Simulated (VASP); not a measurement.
# SnSe (Fm-3m) in VASP: relaxation of cell and atoms with r2SCAN

Aim: the relaxation of cell and atoms of SnSe with r2SCAN.

Everything below comes from runs of VASP 6.6.1. Logs are shortened: lines on timing, memory, paths and dates and some standing lists are left out, and cuts for length are marked.

## (1) The cell of the first run

It takes space group Fm-3m (No. 225, cubic). The conventional cell has a = 6.020 Å, b = 6.020 Å, c = 6.020 Å, α = 90.00°, β = 90.00°, γ = 90.00°. Sn (site symmetry m-3m) has 6 Se at 3.01 Å within 4.0 Å. Se (site symmetry m-3m) has 6 Sn at 3.01 Å within 4.0 Å.

## (2) Relaxation of cell and atoms, r2SCAN

POSCAR

```
SnSe
1.0
    0.0000000000      3.0100000000      3.0100000000
    3.0100000000      0.0000000000      3.0100000000
    3.0100000000      3.0100000000      0.0000000000
Sn Se
1 1
Direct
    0.0000000000      0.0000000000      0.0000000000
    0.5000000000      0.5000000000      0.5000000000
```

INCAR.step1

```
SYSTEM = SnSe
PREC = Accurate
ENCUT = 600
ISMEAR = 0
SIGMA = 0.02
LREAL = .False.
LASPH = .True.
NELM = 80
GGA = PE
ALGO = Normal
EDIFF = 1E-4
LWAVE = .True.
LCHARG = .False.
```

INCAR.step2

```
SYSTEM = SnSe
PREC = Accurate
ENCUT = 600
EDIFF = 1E-6
ISMEAR = 0
SIGMA = 0.02
LREAL = .False.
LASPH = .True.
NELM = 80
ALGO = Normal
ISIF = 3
LWAVE = .False.
LCHARG = .False.
METAGGA = R2SCAN
LMIXTAU = .True.
IBRION = 2
NSW = 100
EDIFFG = -0.005
ISTART = 1
```

KPOINTS

```
regular mesh
0
Gamma
  10 10 10
  0 0 0
```

Potentials or basis: VASP PAW PBE potentials, release 64 (Sn_d, Se).

Command:

```bash
$ cat potpaw_PBE.64/Sn_d/POTCAR potpaw_PBE.64/Se/POTCAR > POTCAR
$ cp INCAR.step1 INCAR
$ mpirun -np 1 vasp_std > vasp.out
$ cp INCAR.step2 INCAR
$ mpirun -np 1 vasp_std > vasp.out
```

OUTCAR:

```text
SYSTEM = SnSe
   PREC = Accurate
   ENCUT = 600
   EDIFF = 1E-6
   ISMEAR = 0
   LREAL = .False.
   LASPH = .True.
   NELM = 80
   ISIF = 3
   METAGGA = R2SCAN
   IBRION = 2
   NSW = 100
   EDIFFG = -0.005
   ISTART = 1

 ion  position               nearest neighbor table
   1  0.000  0.000  0.000-   2 3.01   2 3.01   2 3.01   2 3.01   2 3.01   2 3.01
   2  0.500  0.500  0.500-   1 3.01   1 3.01   1 3.01   1 3.01   1 3.01   1 3.01

  LATTYP: Found a face centered cubic cell.
 ALAT       =     6.0200000000

  Lattice vectors:

 A1 = (   0.0000000000,   3.0100000000,   3.0100000000)
 A2 = (   3.0100000000,   0.0000000000,   3.0100000000)
 A3 = (   3.0100000000,   3.0100000000,   0.0000000000)

Analysis of symmetry for initial positions (statically):
=====================================================================
 Subroutine PRICEL returns:
 Original cell was already a primitive cell.

 Routine SETGRP: Setting up the symmetry group for a
 face centered cubic supercell.

 Subroutine GETGRP returns: Found 48 space group operations
 (whereof 48 operations were pure point group operations)
 out of a pool of 48 trial point group operations.

The static configuration has the point symmetry O_h .

Analysis of symmetry for dynamics (positions and initial velocities):
=====================================================================
 Subroutine PRICEL returns:
 Original cell was already a primitive cell.

 Routine SETGRP: Setting up the symmetry group for a
 face centered cubic supercell.

 Subroutine GETGRP returns: Found 48 space group operations
 (whereof 48 operations were pure point group operations)
 out of a pool of 48 trial point group operations.

The dynamic configuration has the point symmetry O_h .

 Subroutine INISYM returns: Found 48 space group operations
 (whereof 48 operations are pure point group operations),
 and found     1 'primitive' translations

----------------------------------------------------------------------------------------

                                     Primitive cell

  volume of cell :      54.5418

  direct lattice vectors                    reciprocal lattice vectors
     0.000000000  3.010000000  3.010000000    -0.166112957  0.166112957  0.166112957
     3.010000000  0.000000000  3.010000000     0.166112957 -0.166112957  0.166112957
     3.010000000  3.010000000  0.000000000     0.166112957  0.166112957 -0.166112957

  length of vectors
     4.256782823  4.256782823  4.256782823     0.287716081  0.287716081  0.287716081

  position of ions in fractional coordinates (direct lattice)
     0.000000000  0.000000000  0.000000000
     0.500000000  0.500000000  0.500000000

  ion indices of the primitive-cell ions
   primitive index   ion index
                 1           1
                 2           2

----------------------------------------------------------------------------------------

 KPOINTS: regular mesh

Automatic generation of k-mesh.
 Grid dimensions read from file:
 generate k-points for:   10   10   10

 Generating k-lattice:

  Cartesian coordinates                     Fractional coordinates (reciprocal lattice)
    -0.016611296  0.016611296  0.016611296     0.100000000  0.000000000  0.000000000
     0.016611296 -0.016611296  0.016611296     0.000000000  0.100000000  0.000000000
     0.016611296  0.016611296 -0.016611296     0.000000000  0.000000000  0.100000000

  Length of vectors
     0.028771608  0.028771608  0.028771608

  Shift w.r.t. Gamma in fractional coordinates (k-lattice)
     0.000000000  0.000000000  0.000000000

 Subroutine IBZKPT returns following result:
 ===========================================

 Found     47 irreducible k-points:

 Following reciprocal coordinates:
            Coordinates               Weight
  0.000000  0.000000  0.000000      1.000000
  0.100000  0.000000  0.000000      8.000000
  0.200000  0.000000  0.000000      8.000000
  0.300000  0.000000  0.000000      8.000000
  0.400000  0.000000  0.000000      8.000000
  0.500000  0.000000  0.000000      4.000000
[... 16 lines left out ...]
  0.300000  0.300000  0.000000      6.000000
  0.400000  0.300000  0.000000     24.000000
 [... further k-points ...]
   k-points           NKPTS =     47   k-points in BZ     NKDIM =     47   number of bands    NBANDS=     14
   number of dos      NEDOS =    301   number of ions     NIONS =      2
   total plane-waves  NPLWV =  46656
   dimension x,y,z NGX =    36 NGY =   36 NGZ =   36
   dimension x,y,z NGXF=    72 NGYF=   72 NGZF=   72
   ions per type =               1   1
   NGX,Y,Z   is equivalent  to a cutoff of  14.06, 14.06, 14.06 a.u.
   NGXF,Y,Z  is equivalent  to a cutoff of  28.12, 28.12, 28.12 a.u.
 SYSTEM =  SnSe
   PREC   = accura    normal or accurate (medium, high low for compatibility)
   ISTART =      1    job   : 0-new  1-cont  2-samecut
   ICHARG =      0    charge: 1-file 2-atom 10-const
   ISPIN  =      1    spin polarized calculation?
   LNONCOLLINEAR =      F non collinear calculations
   LSORBIT =      F    spin-orbit coupling
   LASPH  =      T    aspherical Exc in radial PAW
   ENCUT  =  600.0 eV  44.10 Ry    6.64 a.u.   8.50  8.50  8.50*2*pi/ulx,y,z
   NELM   =     80;   NELMIN=  2; NELMDL=  0     # of ELM steps
   EDIFF  = 0.1E-05   stopping-criterion for ELM
   LREAL  =      F    real-space projection
   EDIFFG = -.5E-02   stopping-criterion for IOM
   NSW    =    100    number of steps for IOM
   IBRION =      2    ionic relax: 0-MD 1-quasi-New 2-CG
   NFREE  =      1    steps in history (QN), initial steepest desc. (CG)
   ISIF   =      3    stress and relaxation
   ISYM   =      2    0-nonsym 1-usesym 2-fastsym
   POTIM  = 0.5000    time-step for ionic-motion
   TEBEG  =    0.0;   TEEND  =   0.0 temperature during run
   PSTRESS=    0.0 pullay stress
   NELECT =      20.0000    total number of electrons
   NUPDOWN=      -1.0000    fix difference up-down
   EMIN   =  10.00;   EMAX   =-10.00  energy-range for DOS
   EFERMI =   0.00;   METHOD = LEGACY
   ISMEAR =     0;   SIGMA  =   0.02  broadening in eV -4-tet -1-fermi 0-gaus
   EFERMI_NEDOS =   21; number of points for ismear=-14 and -15
   IALGO  =     38    algorithm
   IMIX   =      4    mixing-type and parameters
     AMIX     =   0.40;   BMIX     =  1.00
     AMIX_MAG =   1.60;   BMIX_MAG =  1.00
  volume/ion in A,a.u.               =      27.27       184.03
  Fermi-wavevector in a.u.,A,eV,Ry     =   1.171768  2.214321 18.681350  1.373040
  Thomas-Fermi vector in A             =   2.308207
   LORBIT       =      0    0 simple, 1 ext, 2 COOP (PROOUT), +10 PAW based schemes
   METAGGA = R2SCAN    functional components
   LHFCALC =     F    Hartree Fock is set to
   AEXX    =    0.0000 exact exchange contribution
   IVDW    =     0    specifies the selected vdW correction
   LEPSILON=     F    determine dielectric tensor
   LRPA    =     F    only Hartree local field effects (RPA)
 conjugate gradient relaxation of ions
 non-spin polarized calculation
 Gauss-broadening in eV      SIGMA  =   0.02
  energy-cutoff  :      600.00
  volume of cell :       54.54
 maximum number of plane-waves:      1849
 NGX is ok and might be reduce to    36
   NGX = 17   NGY = 17   NGZ = 17

 number of electron      19.9999999 magnetization

 Free energy of the ion-electron system (eV)
  ---------------------------------------------------
  ext. energy  EPLUGINS =         0.00000000
  ---------------------------------------------------
  free energy    TOTEN  =       -39.87643381 eV

  energy without entropy =      -39.87643381  energy(sigma->0) =      -39.87643381

 E-fermi :   5.8997     XC(G=0): -10.1876

 val. band max:        5.7112888208   @ k =   0.5000   0.0000   0.0000
 cond. band min:       6.1659394199   @ k =   0.5000   0.0000   0.0000
 fundamental gap:      0.4546505991
 Fermi energy:         5.8997395878

 k-point     1 :       0.0000    0.0000    0.0000
  band No.  band energies     occupation
      1     -16.8388      2.00000
      2     -16.8388      2.00000
      3     -16.8368      2.00000
      4     -16.8368      2.00000
      5     -16.8368      2.00000
      6      -9.0115      2.00000
      7       0.4548      2.00000
      8       3.0728      2.00000
      9       3.0728      2.00000
     10       3.0728      2.00000
     11      10.0670      0.00000
     12      10.0670      0.00000
     13      10.0670      0.00000
     14      11.7514      0.00000

 k-point     2 :       0.1000    0.0000    0.0000
  band No.  band energies     occupation
      1     -16.8395      2.00000
      2     -16.8394      2.00000
      3     -16.8365      2.00000
      4     -16.8357      2.00000
      5     -16.8357      2.00000
      6      -8.9379      2.00000
      7      -0.0187      2.00000
      8       3.0875      2.00000
      9       3.0875      2.00000
     10       3.4710      2.00000
     11       9.4561      0.00000
     12       9.5295      0.00000
     13       9.5295      0.00000
     14      11.7364      0.00000

 k-point     3 :       0.2000    0.0000    0.0000
  band No.  band energies     occupation
      1     -16.8416      2.00000
      2     -16.8416      2.00000
      3     -16.8359      2.00000
      4     -16.8325      2.00000
      5     -16.8325      2.00000
      6      -8.7308      2.00000
      7      -0.9538      2.00000
      8       3.1347      2.00000
      9       3.1347      2.00000
     10       4.1890      2.00000
     11       8.3849      0.00000
     12       8.5561      0.00000
     13       8.5561      0.00000
     14      11.8477      0.00000

 k-point     4 :       0.3000    0.0000    0.0000
  band No.  band energies     occupation
      1     -16.8444      2.00000
      2     -16.8444      2.00000
      3     -16.8351      2.00000
      4     -16.8284      2.00000
      5     -16.8284      2.00000
      6      -8.4380      2.00000
      7      -1.8923      2.00000
      8       3.2140      2.00000
      9       3.2140      2.00000
     10       4.8350      2.00000
     11       7.4011      0.00000
     12       7.6719      0.00000
     13       7.6719      0.00000
     14      12.3986      0.00000

 k-point     5 :       0.4000    0.0000    0.0000
  band No.  band energies     occupation
      1     -16.8467      2.00000
      2     -16.8466      2.00000
      3     -16.8345      2.00000
      4     -16.8251      2.00000
      5     -16.8251      2.00000
      6      -8.1585      2.00000
      7      -2.5958      2.00000
      8       3.3009      2.00000
      9       3.3009      2.00000
     10       5.3593      2.00000
     11       6.6174      0.00000
[... 276 lines left out ...]
 k-point    22 :      -0.2000    0.2000    0.0000
  band No.  band energies     occupation
      1     -16.8451      2.00000
      2     -16.8442      2.00000
      3     -16.8342      2.00000
      4     -16.8302      2.00000
      5     -16.8272      2.00000
      6      -8.3391      2.00000
      7      -1.8044      2.00000
      8       1.8148      2.00000
      9       3.4674      2.00000
     10       5.3916      2.00000
     11       6.5147      0.00000
     12       7.2349      0.00000
     13       9.7593      0.00000
     14      12.6702      0.00000

 k-point    23 :       0.3000    0.3000    0.0000
  band No.  band energies     occupation
      1     -16.8578      2.00000
      2     -16.8411      2.00000
      3     -16.8337      2.00000
      4     -16.8251      2.00000
      5     -16.8251      2.00000
      6      -8.2487      2.00000
      7      -1.2649      2.00000
      8       2.0526      2.00000
      9       2.0526      2.00000
     10       2.7602      2.00000
     11       8.7668      0.00000
     12       9.4274      0.00000
     13      10.4613      0.00000
     14      10.4613      0.00000

 k-point    24 :       0.4000    0.3000    0.0000
  band No.  band energies     occupation
      1     -16.8618      2.00000
      2     -16.8409      2.00000
      3     -16.8340      2.00000
      4     -16.8231      2.00000
      5     -16.8224      2.00000
      6      -8.0341      2.00000
      7      -1.4787      2.00000
      8       1.5349      2.00000
      9       1.9470      2.00000
     10       2.3860      2.00000
     11       9.2293      0.00000
     12       9.6544      0.00000
     13      10.2715      0.00000
     14      10.6889      0.00000

 [... further k-points ...]

------------------------ aborting loop because EDIFF is reached ----------------------------------------

  FORCE on cell =-STRESS in cart. coord.  units (eV):
  Direction    XX          YY          ZZ          XY          YZ          ZX
  --------------------------------------------------------------------------------------
  -------------------------------------------------------------------------------------
  Total       -0.0030556     -0.0030556     -0.0030556      0.0000000     -0.0000000      0.0000000
  in kB       -0.0897577     -0.0897577     -0.0897577      0.0000000     -0.0000000      0.0000000
  external PRESSURE =      -0.0897577 kB  Pullay stress =       0.0000000 kB

 VOLUME and BASIS-vectors are now :
 -----------------------------------------------------------------------------
  energy-cutoff  :      600.00
  volume of cell :       54.54
      direct lattice vectors                 reciprocal lattice vectors
     0.000000000  3.010000000  3.010000000    -0.166112957  0.166112957  0.166112957
     3.010000000  0.000000000  3.010000000     0.166112957 -0.166112957  0.166112957
     3.010000000  3.010000000  0.000000000     0.166112957  0.166112957 -0.166112957

 POSITION                                       TOTAL-FORCE (eV/Angst)
 -----------------------------------------------------------------------------------
      0.00000      0.00000      0.00000        -0.000000     -0.000000      0.000000
      3.01000      3.01000      3.01000         0.000000      0.000000     -0.000000
 -----------------------------------------------------------------------------------
    total drift:                               -0.000000      0.000000      0.000000

  FREE ENERGIE OF THE ION-ELECTRON SYSTEM (eV)
  ---------------------------------------------------
  free  energy   TOTEN  =       -39.8764338069 eV

  energy  without entropy=      -39.8764338069  energy(sigma->0) =      -39.87643381

 reached required accuracy - stopping structural energy minimisation
```

It took 3.4 min on 1 thread of Intel Xeon 8259CL, shared host; peak memory 0.25 GiB.

What came out:

```yaml
Free_energy: -39.8764 eV
Pressure_after_relaxing: 0.0 GPa
Band_gap_on_the_k_mesh: 0.45 eV
```

Final structure:
```
Sn Se
1.0
     0.00000    3.01000    3.01000
     3.01000    0.00000    3.01000
     3.01000    3.01000    0.00000
Sn Se
1 1
Direct
  0.00000 0.00000 0.00000
  0.50000 0.50000 0.50000
```

Levels at points of the mesh, in eV from the valence-band top:
```csv
k point,band 6,band 7,band 8,band 9,band 10,band 11,band 12,band 13,band 14
"(0.00, 0.00, 0.00)",-14.72,-5.26,-2.64,-2.64,-2.64,4.36,4.36,4.36,6.04
"(0.50, 0.00, 0.00)",-13.75,-8.57,-2.37,-2.37,0.00,0.45,1.13,1.13,8.57
"(0.50, 0.50, 0.00)",-13.45,-6.36,-5.95,-4.10,-4.10,3.11,5.46,5.46,6.15
```

Caveat: the relaxation stopped at its first step, so nothing moved; the PAW data sets were made with another functional, which shifts forces and pressure a little; spin-orbit coupling is left out, which moves the levels of the heavy elements. A k mesh can miss the band edges.
